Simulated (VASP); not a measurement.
Here is a VASP 6.6.1 calculation.

File INCAR:

```
SYSTEM = Cs2AgBiBr6
  PREC = Accurate
  ENCUT = 520
  EDIFF = 1E-7
  ISMEAR = 0
  SIGMA = 0.05
  LREAL = .FALSE.
  LASPH = .TRUE.
  NELM = 60
  ALGO = Normal
  ISIF = 2
  LWAVE = .FALSE.
  LCHARG = .TRUE.
  GGA = PE
  LELF = .TRUE.
  LVHAR = .TRUE.
  NBANDS = 54
```

File KPOINTS:

```
Automatic mesh
0
G
  4 4 4
  0 0 0
```

The input POSCAR:

```
Cs2AgBiBr6
1.0
    0.0000000000      5.6161000000      5.6161000000
    5.6161000000      0.0000000000      5.6161000000
    5.6161000000      5.6161000000      0.0000000000
Cs Ag Bi Br
2 1 1 6
Direct
    0.2500000000      0.2500000000      0.2500000000
    0.7500000000      0.7500000000      0.7500000000
    0.5000000000      0.5000000000      0.5000000000
    0.0000000000      0.0000000000      0.0000000000
    0.2505500000      0.7494500000      0.2505500000
    0.2505500000      0.7494500000      0.7494500000
    0.7494500000      0.2505500000      0.7494500000
    0.7494500000      0.2505500000      0.2505500000
    0.2505500000      0.2505500000      0.7494500000
    0.7494500000      0.7494500000      0.2505500000
```

Potentials or basis: VASP PAW PBE potentials, release 64 (Cs_sv, Ag, Bi_d, Br).

The run is started by

```console
$ cat potpaw_PBE.64/Cs_sv/POTCAR potpaw_PBE.64/Ag/POTCAR potpaw_PBE.64/Bi_d/POTCAR potpaw_PBE.64/Br/POTCAR > POTCAR
$ mpirun -np 1 vasp_std > vasp.out
```

(1) Predict the pressure.

(2) Estimate the band gap on the k mesh.

(3) What does it give for the largest force?

Answers

(1) 1.9 GPa.

(2) 1.27 eV, indirect (least direct gap 2.47 eV).

(3) 0.294 eV/Å.

Caveat: spin-orbit coupling is left out, which moves the levels of the heavy elements.
